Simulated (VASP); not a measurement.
A run of VASP 6.6.1 is set up as follows.

INCAR

```
SYSTEM = Si8HC8
PREC = Accurate
ENCUT = 520
EDIFF = 1E-6
ISMEAR = -1
SIGMA = 0.02
LREAL = .FALSE.
LASPH = .TRUE.
NELM = 120
ALGO = Normal
ISIF = 2
LWAVE = .FALSE.
LCHARG = .FALSE.
GGA = PE
NBANDS = 46
GGA_COMPAT = .FALSE.
```

Contents of KPOINTS:

```
Automatic mesh
0
G
  2 2 2
  0 0 0
```

The input POSCAR:

```
Si8HC8
1.0
    0.0000000000      4.3580000000      4.3580000000
    4.3580000000      0.0000000000      4.3580000000
    4.3580000000      4.3580000000      0.0000000000
Si C H
8 8 1
Direct
    0.0000000000      0.0000000000      0.0000000000
   -0.0034036506     -0.0034036506      0.5034036506
   -0.0034036506      0.5034036506     -0.0034036506
   -0.0034036506      0.5034036506      0.5034036506
    0.5034036506     -0.0034036506     -0.0034036506
    0.5034036506     -0.0034036506      0.5034036506
    0.5034036506      0.5034036506     -0.0034036506
    0.5000000000      0.5000000000      0.5000000000
    0.1266536958      0.1266536958      0.1266536958
    0.1266536958      0.1266536958      0.6200389126
    0.1266536958      0.6200389126      0.1266536958
    0.1258282634      0.6247239122      0.6247239122
    0.6200389126      0.1266536958      0.1266536958
    0.6247239122      0.1258282634      0.6247239122
    0.6247239122      0.6247239122      0.1258282634
    0.6247239122      0.6247239122      0.6247239122
    0.2500000000      0.2500000000      0.2500000000
```

Potentials or basis: VASP PAW PBE potentials, release 64 (Si, C, H).

The run is started by

```bash
$ cat potpaw_PBE.64/Si/POTCAR potpaw_PBE.64/C/POTCAR potpaw_PBE.64/H/POTCAR > POTCAR
$ mpirun -np 1 vasp_std > vasp.out
```

Problem. Estimate the band gap on the k mesh.

Solution. Zero (an odd number of electrons rules out a gap without spin polarisation).

Problem. What does it give for the pressure?

Solution. 4.4 GPa.

Caveat: the k points lie up to 0.62 Å⁻¹ apart, too coarse for converged energies and pressures of a metal.
